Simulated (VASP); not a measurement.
Set up this calculation in VASP 6.6.1, as the native input.

| Item | Value |
| --- | --- |
| Task | relaxation of shape and atoms at fixed volume |
| Functional | r2SCAN |
| Potentials or basis | VASP PAW PBE potentials, release 64 (Si, Ni) |
| Cutoff | 600 eV |
| k mesh | 12 × 12 × 8 |
| Occupations | gaussian, width 0.1 eV |
| Spin | no spin polarisation |
| Dipole correction | no |
| Further INCAR settings | ALGO = Normal; EDIFF = 1e-07; IBRION = 2; EDIFFG = -0.01; NSW = 50; ISIF = 4 |

Crystal: SiNi2.

```xyz
6
Lattice="3.7956 0.0000 0.0000 -1.8978 3.2871 0.0000 0.0000 0.0000 4.8134" Properties=species:S:1:pos:R:3 pbc="T T T"
Si    0.0000    2.1914    3.6101
Si    1.8978    1.0957    1.2034
Ni    0.0000    0.0000    0.0000
Ni    0.0000    0.0000    2.4067
Ni    0.0000    2.1914    1.2034
Ni    1.8978    1.0957    3.6101
```

One way to write it, as run:

POSCAR

```
SiNi2
1.0
    3.7955966670      0.0000000000      0.0000000000
   -1.8977983335      3.2870831361      0.0000000000
    0.0000000000      0.0000000000      4.8134180535
Si Ni
2 4
Direct
    0.3333333333      0.6666666667      0.7500000000
    0.6666666667      0.3333333333      0.2500000000
    0.0000000000      0.0000000000      0.0000000000
    0.0000000000      0.0000000000      0.5000000000
    0.3333333333      0.6666666667      0.2500000000
    0.6666666667      0.3333333333      0.7500000000
```

INCAR.step1

```
SYSTEM = SiNi2
PREC = Accurate
ENCUT = 600
ISMEAR = 0
SIGMA = 0.1
LREAL = .FALSE.
LASPH = .TRUE.
NELM = 60
GGA = PE
ALGO = Normal
EDIFF = 1E-4
LWAVE = .TRUE.
LCHARG = .FALSE.
```

INCAR.step2

```
SYSTEM = SiNi2
PREC = Accurate
ENCUT = 600
EDIFF = 1E-7
ISMEAR = 0
SIGMA = 0.1
LREAL = .FALSE.
LASPH = .TRUE.
NELM = 60
ALGO = Normal
ISIF = 4
LWAVE = .FALSE.
LCHARG = .FALSE.
METAGGA = R2SCAN
LMIXTAU = .TRUE.
IBRION = 2
NSW = 50
EDIFFG = -0.01
ISTART = 1
```

KPOINTS

```
regular mesh
0
G
  12 12 8
  0 0 0
```

Potentials or basis: VASP PAW PBE potentials, release 64 (Si, Ni).

Launch:

```console
$ cat potpaw_PBE.64/Si/POTCAR potpaw_PBE.64/Ni/POTCAR > POTCAR
$ cp INCAR.step1 INCAR
$ mpirun -np 1 vasp_std > vasp.out
$ cp INCAR.step2 INCAR
$ mpirun -np 1 vasp_std > vasp.out
```

Results of the run:

```json
{
 "Energy gained by relaxing": "0.1 meV/atom",
 "Ionic steps": "2",
 "Pressure after relaxing": "16.3 GPa",
 "Band gap on the k mesh": "zero (bands 24 and 25 overlap by 3.88 eV)"
}
```

Caveat: the PAW data sets were made with another functional, which shifts forces and pressure a little.

Wall time 25 min on 1 thread of Oxide Virtual Turin-like Processor (shared host), peak memory 0.28 GiB.
